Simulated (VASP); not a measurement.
# WS2 (P6_3/mmc) in VASP: notebook

WS2 is run at these levels: PBEsol; tasks: single point.

Program: VASP 6.6.1. These are calculated values, not measurements. Logs are shortened: lines on timing, memory, paths and dates and some standing lists are left out, and cuts for length are marked.

## (1) The cell of the first run

The structure is hexagonal, space group P6_3/mmc (No. 194). Conventional cell: a = 3.140 Å, b = 3.140 Å, c = 12.364 Å, α = 90.00°, β = 90.00°, γ = 120.00°. W (site symmetry -6m2) has 6 S at 2.40 Å and 6 W at 3.14 Å within 3.2 Å. S (site symmetry 3m) has 3 W at 2.40 Å and 7 S at 3.14 Å within 3.2 Å.

## (2) Single point, PBEsol (17.59 Å³/atom)

INCAR

```
SYSTEM = WS2
PREC = Accurate
ENCUT = 520
EDIFF = 1E-6
ISMEAR = 0
SIGMA = 0.02
LREAL = .FALSE.
LASPH = .TRUE.
NELM = 60
ALGO = Normal
ISIF = 2
LWAVE = .FALSE.
LCHARG = .FALSE.
GGA = PS
NBANDS = 35
```

KPOINTS

```
regular mesh
0
G
  12 12 4
  0 0 0
```

POSCAR

```
WS2
1.0
    3.1397005377      0.0000000000      0.0000000000
   -1.5698502689      2.7190604260      0.0000000000
    0.0000000000      0.0000000000     12.3638322767
W S
2 4
Direct
    0.3333333333      0.6666666667      0.2500000000
    0.6666666667      0.3333333333      0.7500000000
    0.3333333333      0.6666666667      0.6231452666
    0.6666666667      0.3333333333      0.1231452666
    0.3333333333      0.6666666667      0.8768547334
    0.6666666667      0.3333333333      0.3768547334
```

Potentials or basis: VASP PAW PBE potentials, release 64 (W_sv, S).

Launch:

```sh
> cat potpaw_PBE.64/W_sv/POTCAR potpaw_PBE.64/S/POTCAR > POTCAR
> mpirun -np 1 vasp_std > vasp.out
```

OUTCAR:

```text
SYSTEM = WS2
   PREC = Accurate
   ENCUT = 520
   EDIFF = 1E-6
   ISMEAR = 0
   LREAL = .FALSE.
   LASPH = .TRUE.
   NELM = 60
   ISIF = 2
   GGA = PS

 ion  position               nearest neighbor table
   1  0.333  0.667  0.250-   4 2.40   6 2.40   4 2.40   6 2.40   4 2.40   6 2.40
   2  0.667  0.333  0.750-   3 2.40   5 2.40   3 2.40   5 2.40   3 2.40   5 2.40
   3  0.333  0.667  0.623-   2 2.40   2 2.40   2 2.40
   4  0.667  0.333  0.123-   1 2.40   1 2.40   1 2.40
   5  0.333  0.667  0.877-   2 2.40   2 2.40   2 2.40
   6  0.667  0.333  0.377-   1 2.40   1 2.40   1 2.40

  LATTYP: Found a hexagonal cell.
 ALAT       =     3.1397005377
 C/A-ratio  =     3.9379017611

  Lattice vectors:

 A1 = (   3.1397005377,   0.0000000000,   0.0000000000)
 A2 = (  -1.5698502689,   2.7190604260,   0.0000000000)
 A3 = (   0.0000000000,   0.0000000000,  12.3638322767)

Analysis of symmetry for initial positions (statically):
=====================================================================
 Subroutine PRICEL returns:
 Original cell was already a primitive cell.

 Routine SETGRP: Setting up the symmetry group for a
 hexagonal supercell.

 Subroutine GETGRP returns: Found 24 space group operations
 (whereof 12 operations were pure point group operations)
 out of a pool of 24 trial point group operations.

The static configuration has the point symmetry D_3d.
 The point group associated with its full space group is D_6h.

Analysis of symmetry for dynamics (positions and initial velocities):
=====================================================================
 Subroutine PRICEL returns:
 Original cell was already a primitive cell.

 Routine SETGRP: Setting up the symmetry group for a
 hexagonal supercell.

 Subroutine GETGRP returns: Found 24 space group operations
 (whereof 12 operations were pure point group operations)
 out of a pool of 24 trial point group operations.

The dynamic configuration has the point symmetry D_3d.
 The point group associated with its full space group is D_6h.

 Subroutine INISYM returns: Found 24 space group operations
 (whereof 12 operations are pure point group operations),
 and found     1 'primitive' translations

----------------------------------------------------------------------------------------

                                     Primitive cell

  volume of cell :     105.5505

  direct lattice vectors                    reciprocal lattice vectors
     3.139700538  0.000000000  0.000000000     0.318501713  0.183887050  0.000000000
    -1.569850269  2.719060426  0.000000000     0.000000000  0.367774100  0.000000000
     0.000000000  0.000000000 12.363832277     0.000000000  0.000000000  0.080881071

  length of vectors
     3.139700538  3.139700538 12.363832277     0.367774100  0.367774100  0.080881071

  position of ions in fractional coordinates (direct lattice)
     0.333333333  0.666666667  0.250000000
     0.666666667  0.333333333  0.750000000
     0.333333333  0.666666667  0.623145267
     0.666666667  0.333333333  0.123145267
     0.333333333  0.666666667  0.876854733
     0.666666667  0.333333333  0.376854733

  ion indices of the primitive-cell ions
   primitive index   ion index
                 1           1
                 2           2
                 3           3
                 4           4
                 5           5
                 6           6

----------------------------------------------------------------------------------------

 KPOINTS: regular mesh

Automatic generation of k-mesh.
 Grid dimensions read from file:
 generate k-points for:   12   12    4

 Generating k-lattice:

  Cartesian coordinates                     Fractional coordinates (reciprocal lattice)
     0.026541809  0.015323921  0.000000000     0.083333333  0.000000000  0.000000000
     0.000000000  0.030647842  0.000000000     0.000000000  0.083333333  0.000000000
     0.000000000  0.000000000  0.020220268     0.000000000  0.000000000  0.250000000

  Length of vectors
     0.030647842  0.030647842  0.020220268

  Shift w.r.t. Gamma in fractional coordinates (k-lattice)
     0.000000000  0.000000000  0.000000000

 Subroutine IBZKPT returns following result:
 ===========================================

 Found     57 irreducible k-points:

 Following reciprocal coordinates:
            Coordinates               Weight
  0.000000  0.000000  0.000000      1.000000
  0.083333 -0.000000  0.000000      6.000000
  0.166667 -0.000000  0.000000      6.000000
  0.250000 -0.000000  0.000000      6.000000
  0.333333 -0.000000  0.000000      6.000000
  0.416667  0.000000  0.000000      6.000000
[... 16 lines left out ...]
  0.250000 -0.000000  0.250000     12.000000
  0.333333 -0.000000  0.250000     12.000000
 [... further k-points ...]
   k-points           NKPTS =     57   k-points in BZ     NKDIM =     57   number of bands    NBANDS=     35
   number of dos      NEDOS =    301   number of ions     NIONS =      6
   total plane-waves  NPLWV =  55296
   dimension x,y,z NGX =    24 NGY =   24 NGZ =   96
   dimension x,y,z NGXF=    48 NGYF=   48 NGZF=  192
   ions per type =               2   4
   NGX,Y,Z   is equivalent  to a cutoff of  12.71, 12.71, 12.91 a.u.
   NGXF,Y,Z  is equivalent  to a cutoff of  25.42, 25.42, 25.82 a.u.
 SYSTEM =  WS2
   PREC   = accura    normal or accurate (medium, high low for compatibility)
   ISTART =      0    job   : 0-new  1-cont  2-samecut
   ICHARG =      2    charge: 1-file 2-atom 10-const
   ISPIN  =      1    spin polarized calculation?
   LNONCOLLINEAR =      F non collinear calculations
   LSORBIT =      F    spin-orbit coupling
   LASPH  =      T    aspherical Exc in radial PAW
   ENCUT  =  520.0 eV  38.22 Ry    6.18 a.u.   5.84  5.84 22.99*2*pi/ulx,y,z
   NELM   =     60;   NELMIN=  2; NELMDL= -5     # of ELM steps
   EDIFF  = 0.1E-05   stopping-criterion for ELM
   LREAL  =      F    real-space projection
   EDIFFG = 0.1E-04   stopping-criterion for IOM
   NSW    =      0    number of steps for IOM
   IBRION =     -1    ionic relax: 0-MD 1-quasi-New 2-CG
   NFREE  =      0    steps in history (QN), initial steepest desc. (CG)
   ISIF   =      2    stress and relaxation
   ISYM   =      2    0-nonsym 1-usesym 2-fastsym
   POTIM  = 0.5000    time-step for ionic-motion
   TEBEG  =    0.0;   TEEND  =   0.0 temperature during run
   PSTRESS=    0.0 pullay stress
   NELECT =      52.0000    total number of electrons
   NUPDOWN=      -1.0000    fix difference up-down
   EMIN   =  10.00;   EMAX   =-10.00  energy-range for DOS
   EFERMI =   0.00;   METHOD = LEGACY
   ISMEAR =     0;   SIGMA  =   0.02  broadening in eV -4-tet -1-fermi 0-gaus
   EFERMI_NEDOS =   21; number of points for ismear=-14 and -15
   IALGO  =     38    algorithm
   IMIX   =      4    mixing-type and parameters
     AMIX     =   0.40;   BMIX     =  1.00
     AMIX_MAG =   1.60;   BMIX_MAG =  1.00
  volume/ion in A,a.u.               =      17.59       118.71
  Fermi-wavevector in a.u.,A,eV,Ry     =   1.292972  2.443363 22.745911  1.671777
  Thomas-Fermi vector in A             =   2.424647
   LORBIT       =      0    0 simple, 1 ext, 2 COOP (PROOUT), +10 PAW based schemes
   GGA     = PS    functional components
   LHFCALC =     F    Hartree Fock is set to
   AEXX    =    0.0000 exact exchange contribution
   IVDW    =     0    specifies the selected vdW correction
   LEPSILON=     F    determine dielectric tensor
   LRPA    =     F    only Hartree local field effects (RPA)
 non-spin polarized calculation
 Gauss-broadening in eV      SIGMA  =   0.02
  energy-cutoff  :      520.00
  volume of cell :      105.55
 maximum number of plane-waves:      2868
 NGX is ok and might be reduce to    24
   NGX = 11   NGY = 11   NGZ = 45

 number of electron      51.9999992 magnetization

 Free energy of the ion-electron system (eV)
  ---------------------------------------------------
  ext. energy  EPLUGINS =         0.00000000
  ---------------------------------------------------
  free energy    TOTEN  =       -50.54623860 eV

  energy without entropy =      -50.54623860  energy(sigma->0) =      -50.54623860

 E-fermi :   7.7571     XC(G=0): -11.1559

 val. band max:        7.4365204716   @ k =   0.0000   0.0000   0.0000
 cond. band min:       8.4104289546   @ k =   0.1667   0.1667   0.0000
 fundamental gap:      0.9739084830
 Fermi energy:         7.7570965717

 k-point     1 :       0.0000    0.0000    0.0000
  band No.  band energies     occupation
      1     -67.0654      2.00000
      2     -67.0654      2.00000
      3     -31.3494      2.00000
      4     -31.3493      2.00000
      5     -31.1484      2.00000
      6     -31.1484      2.00000
[... 27 lines left out ...]
     34      10.0789      0.00000
     35      12.2604      0.00000

 k-point     2 :       0.0833   -0.0000    0.0000
  band No.  band energies     occupation
      1     -67.0640      2.00000
      2     -67.0640      2.00000
      3     -31.3445      2.00000
      4     -31.3445      2.00000
      5     -31.1751      2.00000
      6     -31.1751      2.00000
[... 27 lines left out ...]
     34      10.0717      0.00000
     35      12.8181      0.00000

 k-point     3 :       0.1667   -0.0000    0.0000
  band No.  band energies     occupation
      1     -67.0602      2.00000
      2     -67.0602      2.00000
      3     -31.3313      2.00000
      4     -31.3313      2.00000
      5     -31.2475      2.00000
      6     -31.2475      2.00000
[... 27 lines left out ...]
     34      10.6212      0.00000
     35      13.9065      0.00000
[... 723 lines left out ...]
 k-point    23 :       0.2500   -0.0000    0.2500
  band No.  band energies     occupation
      1     -67.0551      2.00000
      2     -67.0551      2.00000
      3     -31.3450      2.00000
      4     -31.3450      2.00000
      5     -31.3131      2.00000
      6     -31.3131      2.00000
[... 27 lines left out ...]
     34      11.1634      0.00000
     35      14.2113      0.00000

 k-point    24 :       0.3333   -0.0000    0.2500
  band No.  band energies     occupation
      1     -67.0500      2.00000
      2     -67.0500      2.00000
      3     -31.4409      2.00000
      4     -31.4409      2.00000
      5     -31.2949      2.00000
      6     -31.2949      2.00000
[... 27 lines left out ...]
     34      11.5674      0.00000
     35      13.2740      0.00000

 [... further k-points ...]

------------------------ aborting loop because EDIFF is reached ----------------------------------------

  FORCE on cell =-STRESS in cart. coord.  units (eV):
  Direction    XX          YY          ZZ          XY          YZ          ZX
  --------------------------------------------------------------------------------------
  -------------------------------------------------------------------------------------
  Total        0.5939160      0.5939160      0.6387923     -0.0000000      0.0000000      0.0000000
  in kB        9.0152016      9.0152016      9.6963894     -0.0000000      0.0000000      0.0000000
  external PRESSURE =       9.2422642 kB  Pullay stress =       0.0000000 kB

 VOLUME and BASIS-vectors are now :
 -----------------------------------------------------------------------------
  energy-cutoff  :      520.00
  volume of cell :      105.55
      direct lattice vectors                 reciprocal lattice vectors
     3.139700538  0.000000000  0.000000000     0.318501713  0.183887050  0.000000000
    -1.569850269  2.719060426  0.000000000     0.000000000  0.367774100  0.000000000
     0.000000000  0.000000000 12.363832277     0.000000000  0.000000000  0.080881071

 POSITION                                       TOTAL-FORCE (eV/Angst)
 -----------------------------------------------------------------------------------
     -0.00000      1.81271      3.09096         0.000000     -0.000000      0.000000
      1.56985      0.90635      9.27287        -0.000000      0.000000      0.000000
     -0.00000      1.81271      7.70446        -0.000000      0.000000     -0.025414
      1.56985      0.90635      1.52255         0.000000      0.000000     -0.025414
     -0.00000      1.81271     10.84128        -0.000000     -0.000000      0.025414
      1.56985      0.90635      4.65937        -0.000000     -0.000000      0.025414
 -----------------------------------------------------------------------------------
    total drift:                               -0.000000      0.000000     -0.000000

  FREE ENERGIE OF THE ION-ELECTRON SYSTEM (eV)
  ---------------------------------------------------
  free  energy   TOTEN  =       -50.5462386034 eV

  energy  without entropy=      -50.5462386034  energy(sigma->0) =      -50.54623860
```

Wall time 92 s (1 thread of Intel Xeon 6975P-C (Granite Rapids), shared host); peak memory 0.32 GiB.

What came out:

| Property | Result |
| --- | --- |
| Free energy | -50.5462 eV |
| Pressure | 0.9 GPa |
| Largest force | 0.025 eV/Å |
| Band gap on the k mesh | 0.97 eV (least direct gap 1.87 eV) |

Forces on the atoms (eV/Å):
```
W    0.000  0.000  0.000
W    0.000  0.000  0.000
S    0.000  0.000 -0.025
S    0.000  0.000 -0.025
S    0.000  0.000  0.025
S    0.000  0.000  0.025
```

Caveat: the PAW data sets were made with another functional, which shifts forces and pressure a little; spin-orbit coupling is left out, which moves the levels of the heavy elements; this functional lacks dispersion, which binds the layers, so the pressure and a relaxed spacing across them are unreliable. A k mesh can miss the band edges.

## (3) Single point, PBEsol

This run uses another cell than the first one, of 18.14 Å³/atom.

INCAR

```
ALGO     = Normal         # electronic algorithm
EDIFF    = 1E-7           # SCF threshold, eV
ENCUT    = 520            # plane-wave cutoff, eV
GGA      = PS             # functional
ISIF     = 2              # what is computed and relaxed
ISMEAR   = 0              # smearing method
LASPH    = T              # aspherical terms in the spheres
LCHARG   = F              # write CHGCAR
LREAL    = F              # projectors in reciprocal space
LWAVE    = F              # write WAVECAR
NBANDS   = 35             # bands
NELM     = 100            # most SCF steps
PREC     = Accurate       # precision mode
SIGMA    = 0.02           # smearing width, eV
```

KPOINTS

```
k-points
0
Gamma
  12 12 4
```

POSCAR

```
WS2
1.0
    3.1461640718      0.0000000000      0.0000000000
   -1.5730820359      2.7246580106      0.0000000000
    0.0000000000      0.0000000000     12.6939005331
W S
2 4
Direct
    0.3333333333      0.6666666667      0.2500000000
    0.6666666667      0.3333333333      0.7500000000
    0.3333333333      0.6666666667      0.6265042515
    0.6666666667      0.3333333333      0.1265042515
    0.3333333333      0.6666666667      0.8734957485
    0.6666666667      0.3333333333      0.3734957485
```

Potentials or basis: VASP PAW PBE potentials, release 64 (W_sv, S).

Launch:

```sh
> cat potpaw_PBE.64/W_sv/POTCAR potpaw_PBE.64/S/POTCAR > POTCAR
> mpirun -np 1 vasp_std > vasp.out
```

It took 96 s on 1 thread of Intel Xeon 6975P-C (Granite Rapids), shared host; peak memory 0.32 GiB.

Results (log left out):

* Free energy: -50.5541 eV
* Pressure: 0.1 GPa
* Largest force: 0.020 eV/Å
* Band gap on the k mesh: 1.11 eV (least direct gap 1.87 eV)

Forces on the atoms (eV/Å):
```
W    0.000  0.000  0.000
W    0.000  0.000  0.000
S    0.000  0.000 -0.020
S    0.000  0.000 -0.020
S    0.000  0.000  0.020
S    0.000  0.000  0.020
```

Levels at points of the mesh, in eV from the valence-band top:
```csv
k point,band 24,band 25,band 26,band 27,band 28,band 29
"(0.00, 0.00, 0.00)",-1.64,-1.12,0.00,2.46,2.46,2.47
"(0.50, 0.00, 0.00)",-1.64,-1.57,-1.45,2.47,2.51,2.75
"(0.00, 0.00, 0.50)",-2.09,-0.33,-0.33,2.46,2.46,2.46
"(0.50, 0.00, 0.50)",-1.71,-1.50,-1.50,2.49,2.49,2.91
```

Caveat: the PAW data sets were made with another functional, which shifts forces and pressure a little; spin-orbit coupling is left out, which moves the levels of the heavy elements; this functional lacks dispersion, which binds the layers, so the pressure and a relaxed spacing across them are unreliable. A k mesh can miss the band edges.

## (4) Single point, PBEsol

This run uses another cell than the first one, of 18.14 Å³/atom.

INCAR

```
SYSTEM = WS2
PREC = Accurate
ENCUT = 520
EDIFF = 1E-6
ISMEAR = 0
SIGMA = 0.02
LREAL = .False.
LASPH = .True.
NELM = 100
ALGO = Normal
ISIF = 2
LWAVE = .False.
LCHARG = .True.
GGA = PS
LELF = .True.
LVHAR = .True.
NBANDS = 35
```

KPOINTS

```
regular mesh
0
Gamma
  12 12 4
  0 0 0
```

POSCAR is that of step 3.

Launch:

```sh
> cat potpaw_PBE.64/W_sv/POTCAR potpaw_PBE.64/S/POTCAR > POTCAR
> mpirun -np 1 vasp_std > vasp.out
```

Wall time 86 s (1 thread of Intel Xeon 6975P-C (Granite Rapids), shared host); peak memory 0.33 GiB.

The run converged. Its results:

```
Free energy            : -50.5541 eV
Pressure               : 0.1 GPa
Largest force          : 0.019 eV/Å
Band gap on the k mesh : 1.11 eV (least direct gap 1.87 eV)
```

Forces in eV/Å, atoms in the order of the input:
```
W    0.000  0.000  0.000
W    0.000  0.000  0.000
S    0.000  0.000 -0.019
S    0.000  0.000 -0.019
S    0.000  0.000  0.019
S    0.000  0.000  0.019
```

Levels at points of the mesh, in eV from the valence-band top:
| k point | band 24 | band 25 | band 26 | band 27 | band 28 | band 29 |
| --- | --- | --- | --- | --- | --- | --- |
| (0.00, 0.00, 0.00) | -1.64 | -1.12 | 0.00 | 2.46 | 2.46 | 2.47 |
| (0.50, 0.00, 0.00) | -1.64 | -1.57 | -1.45 | 2.47 | 2.51 | 2.75 |
| (0.00, 0.00, 0.50) | -2.09 | -0.33 | -0.33 | 2.46 | 2.46 | 2.46 |
| (0.50, 0.00, 0.50) | -1.71 | -1.50 | -1.50 | 2.49 | 2.49 | 2.91 |

Caveat: the PAW data sets were made with another functional, which shifts forces and pressure a little; spin-orbit coupling is left out, which moves the levels of the heavy elements; this functional lacks dispersion, which binds the layers, so the pressure and a relaxed spacing across them are unreliable.
